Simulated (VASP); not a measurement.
Here is a VASP 6.6.1 calculation.

POSCAR

```
KBr
1.0
    0.0000000000      3.3000000000      3.3000000000
    3.3000000000      0.0000000000      3.3000000000
    3.3000000000      3.3000000000      0.0000000000
Br K
1 1
Direct
    0.5000000000      0.5000000000      0.5000000000
    0.0000000000      0.0000000000      0.0000000000
```

Contents of INCAR.step1:

```
PREC = Accurate
ENCUT = 520
EDIFF = 1E-5
ISMEAR = -1
SIGMA = 0.05
LREAL = F
LASPH = T
NELM = 100
ALGO = Normal
ISIF = 2
LWAVE = T
LCHARG = F
GGA = PE
NBANDS = 15
```

The input INCAR.step2:

```
PREC = Accurate
ENCUT = 520
EDIFF = 1E-7
ISMEAR = -1
SIGMA = 0.05
LREAL = F
LASPH = T
NELM = 100
ALGO = Normal
ISIF = 2
LWAVE = F
LCHARG = F
GGA = PS
LHFCALC = T
AEXX = 0.25
HFSCREEN = 0.207
PRECFOCK = Normal
ISTART = 1
NBANDS = 15
```

File KPOINTS:

```
regular mesh
0
Gamma
  4 4 4
```

Potentials or basis: VASP PAW PBE potentials, release 64 (Br, K_sv).

Command:

```sh
$ cat potpaw_PBE.64/Br/POTCAR potpaw_PBE.64/K_sv/POTCAR > POTCAR
$ cp INCAR.step1 INCAR
$ mpirun -np 1 vasp_std > vasp.out
$ cp INCAR.step2 INCAR
$ mpirun -np 1 vasp_std > vasp.out
```

Predict the band gap on the k mesh.

5.46 eV.

What does it give for the pressure?

-0.3 GPa.

Caveat: the PAW data sets were made with another functional, which shifts forces and pressure a little.
